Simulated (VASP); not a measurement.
# Tl15Cl16 (a cell with a defect) in VASP: electric field gradients with PBE

Aim: the electric field gradients of Tl15Cl16 (a cell with a defect) with PBE.

Everything below comes from runs of VASP 6.6.1. Logs are shortened: lines on timing, memory, paths and dates and some standing lists are left out, and cuts for length are marked.

## Step 1: The cell of the first run

The cell holds a defect, 31 atoms: a = 10.844 Å, b = 10.844 Å, c = 10.844 Å, α = 60.00°, β = 60.00°, γ = 60.00°.

## Step 2: Electric field gradients, PBE

File INCAR:

```
SYSTEM = Tl15Cl16
PREC     = Accurate       ! precision mode
ENCUT    = 520            ! plane-wave cutoff, eV
EDIFF    = 1E-8           ! SCF threshold, eV
ISMEAR   = -1             ! smearing method
SIGMA    = 0.01           ! smearing width, eV
LREAL    = Auto         
LASPH    = .TRUE.         ! aspherical terms in the spheres
NELM     = 100            ! most SCF steps
ALGO     = Normal         ! electronic algorithm
ISIF     = 2              ! what is computed and relaxed
LWAVE    = .FALSE.        ! write WAVECAR
LCHARG   = .FALSE.        ! write CHGCAR
GGA      = PE             ! functional
LEFG     = .TRUE.       
NELECT   = 308.0        
NBANDS   = 174            ! bands
```

File KPOINTS:

```
Automatic mesh
0
G
  2 2 2
  0 0 0
```

File POSCAR:

```
Tl15Cl16
1.0
    0.0000000000      7.6680000000      7.6680000000
    7.6680000000      0.0000000000      7.6680000000
    7.6680000000      7.6680000000      0.0000000000
Tl Cl
15 16
Direct
    0.5000000000      0.0000000000      0.0000000000
    0.0000000000      0.5000000000      0.0000000000
    0.0000000000      0.0000000000      0.5000000000
    0.2500000000      0.2500000000      0.2500000000
    0.5000000000      0.5000000000      0.0000000000
    0.5000000000      0.0000000000      0.5000000000
    0.7500000000      0.2500000000      0.2500000000
    0.0000000000      0.5000000000      0.5000000000
    0.2500000000      0.7500000000      0.2500000000
    0.2500000000      0.2500000000      0.7500000000
    0.5000000000      0.5000000000      0.5000000000
    0.7500000000      0.7500000000      0.2500000000
    0.7500000000      0.2500000000      0.7500000000
    0.2500000000      0.7500000000      0.7500000000
    0.7500000000      0.7500000000      0.7500000000
    0.1250000000      0.1250000000      0.1250000000
    0.6250000000      0.1250000000      0.1250000000
    0.1250000000      0.6250000000      0.1250000000
    0.1250000000      0.1250000000      0.6250000000
    0.3750000000      0.3750000000      0.3750000000
    0.6250000000      0.6250000000      0.1250000000
    0.6250000000      0.1250000000      0.6250000000
    0.8750000000      0.3750000000      0.3750000000
    0.1250000000      0.6250000000      0.6250000000
    0.3750000000      0.8750000000      0.3750000000
    0.3750000000      0.3750000000      0.8750000000
    0.6250000000      0.6250000000      0.6250000000
    0.8750000000      0.8750000000      0.3750000000
    0.8750000000      0.3750000000      0.8750000000
    0.3750000000      0.8750000000      0.8750000000
    0.8750000000      0.8750000000      0.8750000000
```

Potentials or basis: VASP PAW PBE potentials, release 64 (Tl_d, Cl).

Run with:

```sh
$ cat potpaw_PBE.64/Tl_d/POTCAR potpaw_PBE.64/Cl/POTCAR > POTCAR
$ mpirun -np 1 vasp_std > vasp.out
```

OUTCAR:

```text
SYSTEM = Tl15Cl16
   PREC = Accurate
   ENCUT = 520
   EDIFF = 1E-8
   ISMEAR = -1
   LREAL = Auto
   LASPH = .TRUE.
   NELM = 100
   ISIF = 2
   GGA = PE
   NELECT = 308.0

 ion  position               nearest neighbor table
   1  0.500  0.000  0.000-  17 3.32  30 3.32  21 3.32  22 3.32  25 3.32  26 3.32  16 3.32  31 3.32
                            10 3.83  12 3.83  13 3.83  15 3.83   4 3.83   9 3.83
   2  0.000  0.500  0.000-  18 3.32  29 3.32  21 3.32  23 3.32  24 3.32  26 3.32  16 3.32  31 3.32
                            10 3.83  12 3.83  14 3.83  15 3.83   4 3.83   7 3.83
   3  0.000  0.000  0.500-  19 3.32  28 3.32  22 3.32  23 3.32  24 3.32  25 3.32  16 3.32  31 3.32
                             9 3.83  13 3.83  14 3.83  15 3.83   4 3.83   7 3.83
   4  0.250  0.250  0.250-  16 3.32  20 3.32  18 3.32  19 3.32  17 3.32  23 3.32  25 3.32  26 3.32
                             3 3.83   5 3.83   6 3.83   8 3.83   1 3.83   2 3.83
   5  0.500  0.500  0.000-  21 3.32  26 3.32  20 3.32  17 3.32  18 3.32  27 3.32  29 3.32  30 3.32
                             9 3.83  13 3.83  14 3.83  15 3.83   4 3.83   7 3.83
   6  0.500  0.000  0.500-  22 3.32  25 3.32  20 3.32  17 3.32  19 3.32  27 3.32  28 3.32  30 3.32
                            10 3.83  12 3.83  14 3.83  15 3.83   4 3.83   7 3.83
   7  0.750  0.250  0.250-  17 3.32  23 3.32  20 3.32  21 3.32  22 3.32  16 3.32  28 3.32  29 3.32
                             6 3.83  11 3.83   2 3.83   3 3.83   5 3.83
   8  0.000  0.500  0.500-  23 3.32  24 3.32  20 3.32  18 3.32  19 3.32  27 3.32  28 3.32  29 3.32
                            10 3.83  12 3.83  13 3.83  15 3.83   4 3.83   9 3.83
   9  0.250  0.750  0.250-  18 3.32  25 3.32  20 3.32  21 3.32  24 3.32  16 3.32  28 3.32  30 3.32
[... 33 lines left out ...]
  28  0.875  0.875  0.375-   3 3.32  12 3.32   7 3.32   8 3.32   9 3.32   6 3.32  15 3.32
  29  0.875  0.375  0.875-   2 3.32  13 3.32   7 3.32   8 3.32  10 3.32   5 3.32  15 3.32
  30  0.375  0.875  0.875-   1 3.32  14 3.32   6 3.32   9 3.32  10 3.32   5 3.32  15 3.32
  31  0.875  0.875  0.875-  15 3.32   2 3.32   3 3.32  12 3.32  13 3.32  14 3.32   1 3.32

  LATTYP: Found a face centered cubic cell.
 ALAT       =    15.3360000000

  Lattice vectors:

 A1 = (   0.0000000000,   7.6680000000,   7.6680000000)
 A2 = (   7.6680000000,   0.0000000000,   7.6680000000)
 A3 = (   7.6680000000,   7.6680000000,   0.0000000000)

Analysis of symmetry for initial positions (statically):
=====================================================================
 Subroutine PRICEL returns:
 Original cell was already a primitive cell.

 Routine SETGRP: Setting up the symmetry group for a
 face centered cubic supercell.
[... 723 lines left out ...]
  -------------------------------------------------------------------------------------
  Total       13.0727329     13.0727329     13.0727329     -0.0000000     -0.0000000      0.0000000
  in kB       23.2274034     23.2274034     23.2274034     -0.0000000     -0.0000000      0.0000000
  external PRESSURE =      23.2274034 kB  Pullay stress =       0.0000000 kB

 VOLUME and BASIS-vectors are now :
 -----------------------------------------------------------------------------
  energy-cutoff  :      520.00
  volume of cell :      901.73
      direct lattice vectors                 reciprocal lattice vectors
     0.000000000  7.668000000  7.668000000    -0.065206051  0.065206051  0.065206051
     7.668000000  0.000000000  7.668000000     0.065206051 -0.065206051  0.065206051
     7.668000000  7.668000000  0.000000000     0.065206051  0.065206051 -0.065206051

 POSITION                                       TOTAL-FORCE (eV/Angst)
 -----------------------------------------------------------------------------------
      0.00000      3.83400      3.83400         0.000000     -0.000000      0.000000
      3.83400      0.00000      3.83400         0.000000      0.000000      0.000000
      3.83400      3.83400      0.00000         0.000000     -0.000000      0.000000
      3.83400      3.83400      3.83400         0.000000     -0.000000      0.000000
      3.83400      3.83400      7.66800         0.000000      0.000000      0.000000
      3.83400      7.66800      3.83400         0.000000      0.000000      0.000000
[... 23 lines left out ...]
     13.41900      9.58500      9.58500        -0.077698      0.077698      0.077698
     13.41900     13.41900     13.41900        -0.077698     -0.077698     -0.077698
 -----------------------------------------------------------------------------------
    total drift:                                0.000000      0.000000      0.000000

  FREE ENERGIE OF THE ION-ELECTRON SYSTEM (eV)
  ---------------------------------------------------
  free  energy   TOTEN  =       -89.5007334733 eV

  energy  without entropy=      -89.5007334733  energy(sigma->0) =      -89.50073347

 Electric field gradients (V/A^2)
---------------------------------------------------------------------
 ion       V_xx      V_yy      V_zz      V_xy      V_xz      V_yz
---------------------------------------------------------------------
   1      -1.943     0.972     0.972    -0.001    -0.001   -10.124
   2       0.972    -1.943     0.972    -0.001   -10.124    -0.001
   3       0.972     0.972    -1.943   -10.124    -0.001    -0.001
   4      -0.000     0.000    -0.000    -0.001    -0.001    -0.001
   5       0.972     0.972    -1.943    10.122    -0.001    -0.001
   6       0.972    -1.943     0.972    -0.001    10.122    -0.001
[... 23 lines left out ...]
  30       0.000    -0.000    -0.000    11.476    11.476   -11.477
  31      -0.000    -0.000    -0.000   -11.477   -11.477   -11.477
---------------------------------------------------------------------

 Electric field gradients after diagonalization (V/A^2)
 (convention: |V_zz| > |V_xx| > |V_yy|)
----------------------------------------------------------------------
 ion       V_xx      V_yy      V_zz     asymmetry (V_yy - V_xx)/ V_zz
----------------------------------------------------------------------
   1      -9.152    -1.943    11.095       0.650
   2      -9.152    -1.943    11.095       0.650
   3      -9.152    -1.943    11.095       0.650
   4       0.001     0.001    -0.002       0.000
   5      -9.150    -1.943    11.094       0.650
   6      -9.150    -1.943    11.094       0.650
[... 23 lines left out ...]
  30      11.477    11.475   -22.952       0.000
  31      11.477    11.477   -22.954       0.000
----------------------------------------------------------------------

           NMR quadrupolar parameters

 Cq : quadrupolar parameter    Cq=e*Q*V_zz/h
 eta: asymmetry parameters     (V_yy - V_xx)/ V_zz
 Q  : nuclear electric quadrupole moment in mb (millibarn)
----------------------------------------------------------------------
 ion       Cq(MHz)       eta       Q (mb)
----------------------------------------------------------------------
   1       0.027       0.650       1.000
   2       0.027       0.650       1.000
   3       0.027       0.650       1.000
   4      -0.000       0.000       1.000
   5       0.027       0.650       1.000
   6       0.027       0.650       1.000
[... 23 lines left out ...]
  30      -0.055       0.000       1.000
  31      -0.056       0.000       1.000
----------------------------------------------------------------------
```

stdout:

```text
POSCAR found type information on POSCAR TlCl
 POSCAR found :  2 types and      31 ions
 scaLAPACK will be used
 LDA part: xc-table for (Slater+PW92), standard interpolation
 POSCAR, INCAR and KPOINTS ok, starting setup
 FFT: planning ... GRIDC
 FFT: planning ... GRID_SOFT
 FFT: planning ... GRID
 WAVECAR not read
 entering main loop
 the old and the new charge density differ
 old charge density:   307.00000 new  308.00000
    0.128E+01
ion   1

ion   2

ion   3

ion   4

ion   5

ion   6

ion   7

ion   8

ion   9

ion  10

ion  11

ion  12

ion  13

ion  14

ion  15

ion  16

ion  17

ion  18

ion  19

ion  20

ion  21

ion  22

ion  23

ion  24

ion  25

ion  26

ion  27

ion  28

ion  29

ion  30

ion  31
```

Run time: 18 min. Hardware: 1 thread of Intel Xeon 6975P-C (Granite Rapids), shared host; peak memory 1.3 GiB.

What came out:

* Free energy: -89.5007 eV
* Largest force: 0.350 eV/Å

Forces on the atoms (eV/Å):
```
Tl   0.000  0.000  0.000
Tl   0.000  0.000  0.000
Tl   0.000  0.000  0.000
Tl   0.000  0.000  0.000
Tl   0.000  0.000  0.000
Tl   0.000  0.000  0.000
Tl  -0.350  0.000  0.000
Tl   0.000  0.000  0.000
Tl   0.000 -0.350  0.000
Tl   0.000  0.000 -0.350
Tl   0.000  0.000  0.000
Tl   0.000  0.000  0.350
Tl   0.000  0.350  0.000
Tl   0.350  0.000  0.000
Tl   0.000  0.000  0.000
Cl   0.078  0.078  0.078
Cl   0.078 -0.078 -0.078
Cl  -0.078  0.078 -0.078
Cl  -0.078 -0.078  0.078
Cl   0.017  0.017  0.017
Cl   0.017  0.017 -0.017
Cl   0.017 -0.017  0.017
Cl   0.017 -0.017 -0.017
Cl  -0.017  0.017  0.017
Cl  -0.017  0.017 -0.017
Cl  -0.017 -0.017  0.017
Cl  -0.017 -0.017 -0.017
Cl   0.078  0.078 -0.078
Cl   0.078 -0.078  0.078
Cl  -0.078  0.078  0.078
Cl  -0.078 -0.078 -0.078
```

Electric field gradients, principal values (V/Å²):
```tsv
atom	least	middle	greatest (by size)
1 Tl	-1.943	-9.152	11.095
2 Tl	-1.943	-9.152	11.095
3 Tl	-1.943	-9.152	11.095
4 Tl	0.001	0.001	-0.002
5 Tl	-1.943	-9.150	11.094
6 Tl	-1.943	-9.150	11.094
7 Tl	-1.846	-1.848	3.694
8 Tl	-1.943	-9.150	11.094
9 Tl	-1.846	-1.848	3.694
10 Tl	-1.846	-1.848	3.694
11 Tl	0.001	0.001	-0.002
12 Tl	-1.846	-1.848	3.694
13 Tl	-1.846	-1.848	3.694
14 Tl	-1.846	-1.848	3.694
15 Tl	0.001	0.001	-0.002
16 Cl	11.477	11.477	-22.954
17 Cl	11.475	11.477	-22.952
18 Cl	11.475	11.477	-22.952
19 Cl	11.475	11.477	-22.952
20 Cl	-0.730	-0.730	1.460
21 Cl	-0.730	-0.732	1.462
22 Cl	-0.730	-0.732	1.462
23 Cl	-0.730	-0.732	1.462
24 Cl	-0.730	-0.732	1.462
25 Cl	-0.730	-0.732	1.462
26 Cl	-0.730	-0.732	1.462
27 Cl	-0.730	-0.730	1.460
28 Cl	11.475	11.477	-22.952
29 Cl	11.475	11.477	-22.952
30 Cl	11.475	11.477	-22.952
31 Cl	11.477	11.477	-22.954
```

Caveat: the cell carries a net charge on a neutralising background, which shifts energy and pressure; the cell is charged against a uniform background, so pressure and absolute levels hang on convention; without QUAD_EFG the Cq values of the log hold for a quadrupole moment of 1 mb, not for the nuclei.
